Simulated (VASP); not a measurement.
# Al2Pt (Fm-3m) in VASP: single point with PBEsol

Aim: the single point of Al2Pt with PBEsol.

All numbers are computed with VASP 6.6.1; they aren't measurements. Logs are shortened: lines on timing, memory, paths and dates and some standing lists are left out, and cuts for length are marked.

### Step 1. The cell of the first run

It takes space group Fm-3m (No. 225, cubic). The conventional cell has a = 5.910 Å, b = 5.910 Å, c = 5.910 Å, α = 90.00°, β = 90.00°, γ = 90.00°. Al (site symmetry -43m) has 4 Pt at 2.56 Å and 6 Al at 2.96 Å within 3.4 Å. Within 3.4 Å of Pt (site symmetry m-3m) lie 8 Al at 2.56 Å.

### Step 2. Single point, PBEsol

Input file INCAR:

```
  PREC = Accurate
  ENCUT = 500
  EDIFF = 1E-6
  ISMEAR = 0
  SIGMA = 0.1
  LREAL = F
  LASPH = T
  NELM = 120
  ALGO = Normal
  ISIF = 2
  LWAVE = F
  LCHARG = F
  GGA = PS
  NBANDS = 15
  GGA_COMPAT = F
```

Input file KPOINTS:

```
regular mesh
0
Gamma
  6 6 6
```

Input file POSCAR:

```
Al2Pt
1.0
    0.0000000000      2.9550000000      2.9550000000
    2.9550000000      0.0000000000      2.9550000000
    2.9550000000      2.9550000000      0.0000000000
Al Pt
2 1
Direct
    0.2500000000      0.2500000000      0.2500000000
    0.7500000000      0.7500000000      0.7500000000
    0.0000000000      0.0000000000      0.0000000000
```

Potentials or basis: VASP PAW PBE potentials, release 64 (Al, Pt).

Started as:

```console
$ cat potpaw_PBE.64/Al/POTCAR potpaw_PBE.64/Pt/POTCAR > POTCAR
$ mpirun -np 1 vasp_std > vasp.out
```

OUTCAR:

```text
PREC = Accurate
   ENCUT = 500
   EDIFF = 1E-6
   ISMEAR = 0
   LREAL = F
   LASPH = T
   NELM = 120
   ISIF = 2
   GGA = PS

 ion  position               nearest neighbor table
   1  0.250  0.250  0.250-   3 2.56   3 2.56   3 2.56   3 2.56   2 2.96   2 2.96   2 2.96   2 2.96
                             2 2.96   2 2.96
   2  0.750  0.750  0.750-   3 2.56   3 2.56   3 2.56   3 2.56   1 2.96   1 2.96   1 2.96   1 2.96
                             1 2.96   1 2.96
   3  0.000  0.000  0.000-   2 2.56   2 2.56   2 2.56   1 2.56   2 2.56   1 2.56   1 2.56   1 2.56

  LATTYP: Found a face centered cubic cell.
 ALAT       =     5.9100000000

  Lattice vectors:

 A1 = (   0.0000000000,   2.9550000000,   2.9550000000)
 A2 = (   2.9550000000,   0.0000000000,   2.9550000000)
 A3 = (   2.9550000000,   2.9550000000,   0.0000000000)

Analysis of symmetry for initial positions (statically):
=====================================================================
 Subroutine PRICEL returns:
 Original cell was already a primitive cell.

 Routine SETGRP: Setting up the symmetry group for a
 face centered cubic supercell.

 Subroutine GETGRP returns: Found 48 space group operations
 (whereof 48 operations were pure point group operations)
 out of a pool of 48 trial point group operations.

The static configuration has the point symmetry O_h .

Analysis of symmetry for dynamics (positions and initial velocities):
=====================================================================
 Subroutine PRICEL returns:
 Original cell was already a primitive cell.

 Routine SETGRP: Setting up the symmetry group for a
 face centered cubic supercell.

 Subroutine GETGRP returns: Found 48 space group operations
 (whereof 48 operations were pure point group operations)
 out of a pool of 48 trial point group operations.

The dynamic configuration has the point symmetry O_h .

 Subroutine INISYM returns: Found 48 space group operations
 (whereof 48 operations are pure point group operations),
 and found     1 'primitive' translations

----------------------------------------------------------------------------------------

                                     Primitive cell

  volume of cell :      51.6063

  direct lattice vectors                    reciprocal lattice vectors
     0.000000000  2.955000000  2.955000000    -0.169204738  0.169204738  0.169204738
     2.955000000  0.000000000  2.955000000     0.169204738 -0.169204738  0.169204738
     2.955000000  2.955000000  0.000000000     0.169204738  0.169204738 -0.169204738

[... 88 lines left out ...]
   NUPDOWN=      -1.0000    fix difference up-down
   EMIN   =  10.00;   EMAX   =-10.00  energy-range for DOS
   EFERMI =   0.00;   METHOD = LEGACY
   ISMEAR =     0;   SIGMA  =   0.10  broadening in eV -4-tet -1-fermi 0-gaus
   EFERMI_NEDOS =   21; number of points for ismear=-14 and -15
   IALGO  =     38    algorithm
   IMIX   =      4    mixing-type and parameters
     AMIX     =   0.40;   BMIX     =  1.00
     AMIX_MAG =   1.60;   BMIX_MAG =  1.00
  volume/ion in A,a.u.               =      17.20       116.09
  Fermi-wavevector in a.u.,A,eV,Ry     =   1.108019  2.093853 16.703966  1.227707
  Thomas-Fermi vector in A             =   2.244541
   LORBIT       =      0    0 simple, 1 ext, 2 COOP (PROOUT), +10 PAW based schemes
   GGA     = PS    functional components
   LHFCALC =     F    Hartree Fock is set to
   AEXX    =    0.0000 exact exchange contribution
   IVDW    =     0    specifies the selected vdW correction
   LEPSILON=     F    determine dielectric tensor
   LRPA    =     F    only Hartree local field effects (RPA)
 non-spin polarized calculation
 Gauss-broadening in eV      SIGMA  =   0.10
  energy-cutoff  :      500.00
  volume of cell :       51.61
 maximum number of plane-waves:      1363
   NGX = 15   NGY = 15   NGZ = 15

 number of electron      16.0000002 magnetization

 Free energy of the ion-electron system (eV)
  ---------------------------------------------------
  ext. energy  EPLUGINS =         0.00000000
  ---------------------------------------------------
  free energy    TOTEN  =       -17.77997190 eV

  energy without entropy =      -17.77704696  energy(sigma->0) =      -17.77850943

 E-fermi :   7.8141     XC(G=0): -10.8120

 val. band max:        7.7620088697   @ k =  -0.3333   0.3333   0.0000
 cond. band min:       8.0249261411   @ k =   0.5000   0.3333   0.1667
 fundamental gap:      0.2629172714
 Fermi energy:         7.8141037299

 k-point     1 :       0.0000    0.0000    0.0000
  band No.  band energies     occupation
      1      -2.4451      2.00000
      2       2.7272      2.00000
      3       2.7272      2.00000
      4       2.7272      2.00000
      5       4.0831      2.00000
      6       4.0831      2.00000
      7      10.7828      0.00000
      8      11.5835      0.00000
      9      11.5835      0.00000
     10      11.5835      0.00000
     11      13.2143      0.00000
     12      13.2143      0.00000
     13      13.2143      0.00000
     14      14.1204      0.00000
[... 257 lines left out ...]
      2       1.8539      2.00000
      3       1.9538      2.00000
      4       3.2602      2.00000
      5       3.9926      2.00000
      6       4.4954      2.00000
      7       4.5181      2.00000
      8       5.5468      2.00000
      9       6.7773      2.00000
     10      11.9646      0.00000
     11      12.4572      0.00000
     12      14.2033      0.00000
     13      15.8444      0.00000
     14      17.8969      0.00000
     15      19.1429      0.00000

------------------------ aborting loop because EDIFF is reached ----------------------------------------

  FORCE on cell =-STRESS in cart. coord.  units (eV):
  Direction    XX          YY          ZZ          XY          YZ          ZX
  --------------------------------------------------------------------------------------
  -------------------------------------------------------------------------------------
  Total       -0.3378596     -0.3378596     -0.3378596     -0.0000000     -0.0000000      0.0000000
  in kB      -10.4892480    -10.4892480    -10.4892480     -0.0000000     -0.0000000      0.0000000
  external PRESSURE =     -10.4892480 kB  Pullay stress =       0.0000000 kB

 VOLUME and BASIS-vectors are now :
 -----------------------------------------------------------------------------
  energy-cutoff  :      500.00
  volume of cell :       51.61
      direct lattice vectors                 reciprocal lattice vectors
     0.000000000  2.955000000  2.955000000    -0.169204738  0.169204738  0.169204738
     2.955000000  0.000000000  2.955000000     0.169204738 -0.169204738  0.169204738
     2.955000000  2.955000000  0.000000000     0.169204738  0.169204738 -0.169204738

 POSITION                                       TOTAL-FORCE (eV/Angst)
 -----------------------------------------------------------------------------------
      1.47750      1.47750      1.47750         0.000000      0.000000      0.000000
      4.43250      4.43250      4.43250        -0.000000      0.000000     -0.000000
      0.00000      0.00000      0.00000        -0.000000     -0.000000     -0.000000
 -----------------------------------------------------------------------------------
    total drift:                                0.000000     -0.000000     -0.000000

  FREE ENERGIE OF THE ION-ELECTRON SYSTEM (eV)
  ---------------------------------------------------
  free  energy   TOTEN  =       -17.7799718995 eV

  energy  without entropy=      -17.7770469589  energy(sigma->0) =      -17.77850943
```

OSZICAR:

```text
N       E                     dE             d eps       ncg     rms          rms(c)
DAV:   1     0.496068914103E+02    0.49607E+02   -0.65957E+03   488   0.886E+02
DAV:   2    -0.168092220094E+02   -0.66416E+02   -0.58157E+02   586   0.164E+02
DAV:   3    -0.184224944497E+02   -0.16133E+01   -0.16006E+01   634   0.251E+01
DAV:   4    -0.184349433128E+02   -0.12449E-01   -0.12448E-01   578   0.260E+00
DAV:   5    -0.184351629684E+02   -0.21966E-03   -0.21965E-03   620   0.354E-01    0.887E+00
DAV:   6    -0.179109578848E+02    0.52421E+00   -0.20572E+00   585   0.129E+01    0.219E+00
DAV:   7    -0.178179270667E+02    0.93031E-01   -0.15349E-01   536   0.368E+00    0.164E+00
DAV:   8    -0.177801280014E+02    0.37799E-01   -0.32258E-02   599   0.142E+00    0.261E-01
DAV:   9    -0.177799292803E+02    0.19872E-03   -0.14017E-03   592   0.305E-01    0.167E-01
DAV:  10    -0.177799754564E+02   -0.46176E-04   -0.16846E-04   564   0.986E-02    0.179E-02
DAV:  11    -0.177799718589E+02    0.35975E-05   -0.12012E-05   557   0.327E-02    0.769E-03
DAV:  12    -0.177799718995E+02   -0.40563E-07   -0.11722E-06   439   0.698E-03
   1 F= -.17779972E+02 E0= -.17778509E+02  d E =-.292494E-02
```

Wall time 19 s (1 thread of Intel Xeon 8259CL, shared host); peak memory 0.17 GiB.

Results:

| Item | Value |
| --- | --- |
| Free energy | -17.7800 eV |
| Pressure | -1.0 GPa |
| Band gap on the k mesh | zero (band 8 reaches 11.58 eV, above the bottom of band 9 at 6.19 eV) |

Caveat: the PAW data sets were made with another functional, which shifts forces and pressure a little; spin-orbit coupling is left out, which moves the levels of the heavy elements.
